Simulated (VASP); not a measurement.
Input of a VASP 6.6.1 run:

Contents of INCAR:

```
SYSTEM = Li2BrCl
  ALGO = Normal
  EDIFF = 1E-6
  ENCUT = 520
  GGA = PE
  ISIF = 2
  ISMEAR = 0
  LASPH = .TRUE.
  LCHARG = .FALSE.
  LREAL = .FALSE.
  LWAVE = .FALSE.
  NBANDS = 18
  NELM = 60
  PREC = Accurate
  SIGMA = 0.01
```

File KPOINTS:

```
k-points
0
G
  6 6 6
  0 0 0
```

Contents of POSCAR:

```
Li2BrCl
1.0
    1.8872823905      1.0896229962      6.1566588313
   -1.8872823905      1.0896229962      6.1566588313
    0.0000000000     -2.1792459925      6.1566588313
Cl Br Li
1 1 2
Direct
    1.0000000000      0.0000000000      0.0000000000
    0.5000000000      0.5000000000      0.5000000000
    0.2543785645      0.2543785645      0.2543785645
    0.7456214355      0.7456214355      0.7456214355
```

Potentials or basis: VASP PAW PBE potentials, release 64 (Cl, Br, Li_sv).

Launch:

```console
$ cat potpaw_PBE.64/Cl/POTCAR potpaw_PBE.64/Br/POTCAR potpaw_PBE.64/Li_sv/POTCAR > POTCAR
$ mpirun -np 1 vasp_std > vasp.out
```

Q: What does it give for the band gap on the k mesh?

A: 5.02 eV, direct.

 A hybrid or GW would open this gap; PBE tends to underestimate it.
